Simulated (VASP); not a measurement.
# Rh (Fm-3m) in VASP: a series of runs, part 2 of 2

VASP 6.6.1. The steps go on from the part before.

### Step 4. Single point, r2SCAN

Input file POSCAR:

```
Rh
1.0
    0.0000000000      1.8999513061      1.8999513061
    1.8999513061      0.0000000000      1.8999513061
    1.8999513061      1.8999513061      0.0000000000
Rh
1
Direct
    0.0000000000      0.0000000000      0.0000000000
```

Input file INCAR.step1:

```
PREC = Accurate
ENCUT = 580
ISMEAR = 0
SIGMA = 0.1
LREAL = False
LASPH = True
NELM = 120
NBANDS = 14
GGA = PE
ALGO = Normal
EDIFF = 1E-5
LWAVE = True
LCHARG = False
GGA_COMPAT = False
```

Input file INCAR.step2:

```
PREC = Accurate
ENCUT = 580
EDIFF = 1E-6
ISMEAR = 0
SIGMA = 0.1
LREAL = False
LASPH = True
NELM = 120
ALGO = Normal
ISIF = 2
LWAVE = False
LCHARG = False
METAGGA = R2SCAN
LMIXTAU = True
NBANDS = 14
ISTART = 1
GGA_COMPAT = False
```

Input file KPOINTS:

```
Automatic mesh
0
Gamma
  18 18 18
```

Potentials or basis: VASP PAW PBE potentials, release 64 (Rh_sv_GW).

Run with:

```
> cat potpaw_PBE.64/Rh_sv_GW/POTCAR > POTCAR
> cp INCAR.step1 INCAR
> mpirun -np 1 vasp_std > vasp.out
> cp INCAR.step2 INCAR
> mpirun -np 1 vasp_std > vasp.out
```

OUTCAR:

```text
PREC = Accurate
   ENCUT = 580
   EDIFF = 1E-6
   ISMEAR = 0
   LREAL = False
   LASPH = True
   NELM = 120
   ISIF = 2
   METAGGA = R2SCAN
   ISTART = 1

 ion  position               nearest neighbor table
   1  0.000  0.000  0.000-

  LATTYP: Found a face centered cubic cell.
 ALAT       =     3.7999026122

  Lattice vectors:

 A1 = (   0.0000000000,   1.8999513061,   1.8999513061)
 A2 = (   1.8999513061,   0.0000000000,   1.8999513061)
 A3 = (   1.8999513061,   1.8999513061,   0.0000000000)

Analysis of symmetry for initial positions (statically):
=====================================================================
 Subroutine PRICEL returns:
 Original cell was already a primitive cell.

 Routine SETGRP: Setting up the symmetry group for a
 face centered cubic supercell.

 Subroutine GETGRP returns: Found 48 space group operations
 (whereof 48 operations were pure point group operations)
 out of a pool of 48 trial point group operations.

The static configuration has the point symmetry O_h .

Analysis of symmetry for dynamics (positions and initial velocities):
=====================================================================
 Subroutine PRICEL returns:
 Original cell was already a primitive cell.

 Routine SETGRP: Setting up the symmetry group for a
 face centered cubic supercell.

 Subroutine GETGRP returns: Found 48 space group operations
 (whereof 48 operations were pure point group operations)
 out of a pool of 48 trial point group operations.

The dynamic configuration has the point symmetry O_h .

 Subroutine INISYM returns: Found 48 space group operations
 (whereof 48 operations are pure point group operations),
 and found     1 'primitive' translations

----------------------------------------------------------------------------------------

                                     Primitive cell

  volume of cell :      13.7169

  direct lattice vectors                    reciprocal lattice vectors
     0.000000000  1.899951306  1.899951306    -0.263164639  0.263164639  0.263164639
     1.899951306  0.000000000  1.899951306     0.263164639 -0.263164639  0.263164639
     1.899951306  1.899951306  0.000000000     0.263164639  0.263164639 -0.263164639

  length of vectors
     2.686936905  2.686936905  2.686936905     0.455814526  0.455814526  0.455814526

  position of ions in fractional coordinates (direct lattice)
     0.000000000  0.000000000  0.000000000

  ion indices of the primitive-cell ions
   primitive index   ion index
                 1           1

----------------------------------------------------------------------------------------

 KPOINTS: Automatic mesh

Automatic generation of k-mesh.
 Grid dimensions read from file:
 generate k-points for:   18   18   18

 Generating k-lattice:

  Cartesian coordinates                     Fractional coordinates (reciprocal lattice)
    -0.014620258  0.014620258  0.014620258     0.055555556  0.000000000  0.000000000
     0.014620258 -0.014620258  0.014620258     0.000000000  0.055555556  0.000000000
     0.014620258  0.014620258 -0.014620258     0.000000000  0.000000000  0.055555556

  Length of vectors
     0.025323029  0.025323029  0.025323029

  Shift w.r.t. Gamma in fractional coordinates (k-lattice)
     0.000000000  0.000000000  0.000000000

 Subroutine IBZKPT returns following result:
 ===========================================

 Found    195 irreducible k-points:

 Following reciprocal coordinates:
            Coordinates               Weight
  0.000000  0.000000  0.000000      1.000000
  0.055556  0.000000  0.000000      8.000000
  0.111111  0.000000  0.000000      8.000000
  0.166667  0.000000  0.000000      8.000000
  0.222222  0.000000  0.000000      8.000000
  0.277778  0.000000  0.000000      8.000000
[... 16 lines left out ...]
 -0.277778  0.055556  0.000000     24.000000
 -0.222222  0.055556  0.000000     24.000000
 [... further k-points ...]
   k-points           NKPTS =    195   k-points in BZ     NKDIM =    195   number of bands    NBANDS=     14
   number of dos      NEDOS =    301   number of ions     NIONS =      1
   total plane-waves  NPLWV =  13824
   dimension x,y,z NGX =    24 NGY =   24 NGZ =   24
   dimension x,y,z NGXF=    48 NGYF=   48 NGZF=   48
   ions per type =               1
   NGX,Y,Z   is equivalent  to a cutoff of  14.85, 14.85, 14.85 a.u.
   NGXF,Y,Z  is equivalent  to a cutoff of  29.70, 29.70, 29.70 a.u.
 SYSTEM =  unknown system
   PREC   = accura    normal or accurate (medium, high low for compatibility)
   ISTART =      1    job   : 0-new  1-cont  2-samecut
   ICHARG =      0    charge: 1-file 2-atom 10-const
   ISPIN  =      1    spin polarized calculation?
   LNONCOLLINEAR =      F non collinear calculations
   LSORBIT =      F    spin-orbit coupling
   LASPH  =      T    aspherical Exc in radial PAW
   ENCUT  =  580.0 eV  42.63 Ry    6.53 a.u.   5.28  5.28  5.28*2*pi/ulx,y,z
   NELM   =    120;   NELMIN=  2; NELMDL=  0     # of ELM steps
   EDIFF  = 0.1E-05   stopping-criterion for ELM
   LREAL  =      F    real-space projection
   EDIFFG = 0.1E-04   stopping-criterion for IOM
   NSW    =      0    number of steps for IOM
   IBRION =     -1    ionic relax: 0-MD 1-quasi-New 2-CG
   NFREE  =      0    steps in history (QN), initial steepest desc. (CG)
   ISIF   =      2    stress and relaxation
   ISYM   =      2    0-nonsym 1-usesym 2-fastsym
   POTIM  = 0.5000    time-step for ionic-motion
   TEBEG  =    0.0;   TEEND  =   0.0 temperature during run
   PSTRESS=    0.0 pullay stress
   NELECT =      17.0000    total number of electrons
   NUPDOWN=      -1.0000    fix difference up-down
   EMIN   =  10.00;   EMAX   =-10.00  energy-range for DOS
   EFERMI =   0.00;   METHOD = LEGACY
   ISMEAR =     0;   SIGMA  =   0.10  broadening in eV -4-tet -1-fermi 0-gaus
   EFERMI_NEDOS =   21; number of points for ismear=-14 and -15
   IALGO  =     38    algorithm
   IMIX   =      4    mixing-type and parameters
     AMIX     =   0.40;   BMIX     =  1.00
     AMIX_MAG =   1.60;   BMIX_MAG =  1.00
  volume/ion in A,a.u.               =      13.72        92.57
  Fermi-wavevector in a.u.,A,eV,Ry     =   1.758485  3.323055 42.072881  3.092270
  Thomas-Fermi vector in A             =   2.827634
   LORBIT       =      0    0 simple, 1 ext, 2 COOP (PROOUT), +10 PAW based schemes
   METAGGA = R2SCAN    functional components
   LHFCALC =     F    Hartree Fock is set to
   AEXX    =    0.0000 exact exchange contribution
   IVDW    =     0    specifies the selected vdW correction
   LEPSILON=     F    determine dielectric tensor
   LRPA    =     F    only Hartree local field effects (RPA)
 non-spin polarized calculation
 Gauss-broadening in eV      SIGMA  =   0.10
  energy-cutoff  :      580.00
  volume of cell :       13.72
 maximum number of plane-waves:       448
 NGX is ok and might be reduce to    24
   NGX = 11   NGY = 11   NGZ = 11

 number of electron      17.0000001 magnetization

 Free energy of the ion-electron system (eV)
  ---------------------------------------------------
  ext. energy  EPLUGINS =         0.00000000
  ---------------------------------------------------
  free energy    TOTEN  =       -23.28419971 eV

  energy without entropy =      -23.27740835  energy(sigma->0) =      -23.28080403

 E-fermi :  10.7296     XC(G=0): -15.2921

 val. band max:       10.7289796078   @ k =   0.5000   0.2222   0.1111
 cond. band min:      10.7422208188   @ k =   0.5000   0.3889   0.0000
 fundamental gap:      0.0132412110
 Fermi energy:        10.7295504771

 k-point     1 :       0.0000    0.0000    0.0000
  band No.  band energies     occupation
      1     -70.4576      2.00000
      2     -37.0821      2.00000
      3     -37.0821      2.00000
      4     -37.0821      2.00000
      5       2.5568      2.00000
      6       7.5466      2.00000
      7       7.5466      2.00000
      8       7.5466      2.00000
      9       9.6474      2.00000
     10       9.6474      2.00000
     11      27.1895      0.00000
     12      32.8513      0.00000
     13      32.8513      0.00000
     14      32.8513      0.00000
[... 375 lines left out ...]
 k-point    24 :      -0.2222    0.0556    0.0000
  band No.  band energies     occupation
      1     -70.3969      2.00000
      2     -37.4625      2.00000
      3     -37.1603      2.00000
      4     -37.1259      2.00000
      5       4.4386      2.00000
      6       7.2084      2.00000
      7       7.9379      2.00000
      8       7.9904      2.00000
      9       9.4697      2.00000
     10      10.1815      2.00000
     11      26.9040      0.00000
     12      28.9977      0.00000
     13      34.5025      0.00000
     14      36.3533      0.00000

 [... further k-points ...]
[... 5 lines left out ...]
  --------------------------------------------------------------------------------------
  -------------------------------------------------------------------------------------
  Total       -0.1385172     -0.1385172     -0.1385172     -0.0000000     -0.0000000      0.0000000
  in kB      -16.1791956    -16.1791956    -16.1791956     -0.0000000     -0.0000000      0.0000000
  external PRESSURE =     -16.1791956 kB  Pullay stress =       0.0000000 kB

 VOLUME and BASIS-vectors are now :
 -----------------------------------------------------------------------------
  energy-cutoff  :      580.00
  volume of cell :       13.72
      direct lattice vectors                 reciprocal lattice vectors
     0.000000000  1.899951306  1.899951306    -0.263164639  0.263164639  0.263164639
     1.899951306  0.000000000  1.899951306     0.263164639 -0.263164639  0.263164639
     1.899951306  1.899951306  0.000000000     0.263164639  0.263164639 -0.263164639

 POSITION                                       TOTAL-FORCE (eV/Angst)
 -----------------------------------------------------------------------------------
      0.00000      0.00000      0.00000        -0.000000      0.000000      0.000000
 -----------------------------------------------------------------------------------
    total drift:                                0.000000      0.000000      0.000000

  FREE ENERGIE OF THE ION-ELECTRON SYSTEM (eV)
  ---------------------------------------------------
  free  energy   TOTEN  =       -23.2841997053 eV

  energy  without entropy=      -23.2774083546  energy(sigma->0) =      -23.28080403
```

It took 59 s on 1 thread of Intel Xeon 6975P-C (Granite Rapids), shared host; peak memory 0.19 GiB.

Results:

| Item | Value |
| --- | --- |
| Free energy | -23.2842 eV |
| Pressure | -1.6 GPa |

Caveat: the PAW data sets were made with another functional, which shifts forces and pressure a little.

### Step 5. Summary

| potentials or basis | cell | k mesh | cutoff (eV) | second run | gap on the mesh (eV) | pressure (GPa) |
| --- | --- | --- | --- | --- | --- | --- |
| VASP PAW PBE potentials, release 64 (Rh_pv) | a = 2.687 Å, angles 60.0°, 1 atom | 18 × 18 × 18 | 520 | - | none | 1.2 |
| VASP PAW PBE potentials, release 64 (Rh_pv) | a = 2.689 Å, angles 60.0°, 1 atom | 8 × 8 × 8 | 550 | - | none | 1.2 |
| VASP PAW PBE potentials, release 64 (Rh_sv_GW) | a = 2.687 Å, angles 60.0°, 1 atom | 18 × 18 × 18 | 580 | valence_matched | none | -1.6 |

Alike in all rows: task single point; level r2SCAN; no spin polarisation; smearing gaussian 0.1 eV.

Caveats: the PAW data sets were made with another functional, which shifts forces and pressure a little.

Absolute energies hang on the potentials; compare differences alone.
